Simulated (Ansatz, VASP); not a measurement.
**Two plane-wave programs on AlN**

```xyz
4
Lattice="3.0887 0.0000 0.0000 -1.5444 2.6749 0.0000 0.0000 0.0000 4.9438" Properties=species:S:1:pos:R:3 pbc="T T T"
Al    0.0000    1.8005    0.0075
Al    1.5444    0.8744    2.4794
N     0.0000    1.7679    1.8958
N     1.5444    0.9070    4.3677
```

Change from the starting cell: mode 5 frozen in at +0.017 Å, equal normal strain along x, y and z +0.0000.

Alike in both runs: task single point; functional LDA; k mesh 9 × 9 × 6; occupations gaussian, width 0.05 eV; no spin polarisation.

|  | VASP | Ansatz |
| --- | --- | --- |
| version | VASP 6.6.1 | Ansatz 0.2.0 |
| potentials or method | VASP PAW LDA potentials, release 64 (Al, N), cutoff 520 eV | scalar-relativistic, plane waves, PAW |
| valence electrons in the cell | 16 | 16 |

```csv
,VASP,Ansatz,Ansatz less VASP
gap on the k mesh at the Fermi level (eV),4.42,4.41,-0.005
least direct gap on the mesh (eV),4.42,4.41,-0.005
pressure (GPa),0.6,0.0,-0.60
"traceless stress, the component that is largest in VASP (GPa)",0.08,0.07,-0.007
rms of the force components (eV/Å),0.044,0.045,+0.0001
```

LDA's correlation is that of Perdew and Zunger in VASP and of Perdew and Wang (1992) in Ansatz. Atom by atom the forces differ by 0.000 eV/Å (rms over components).
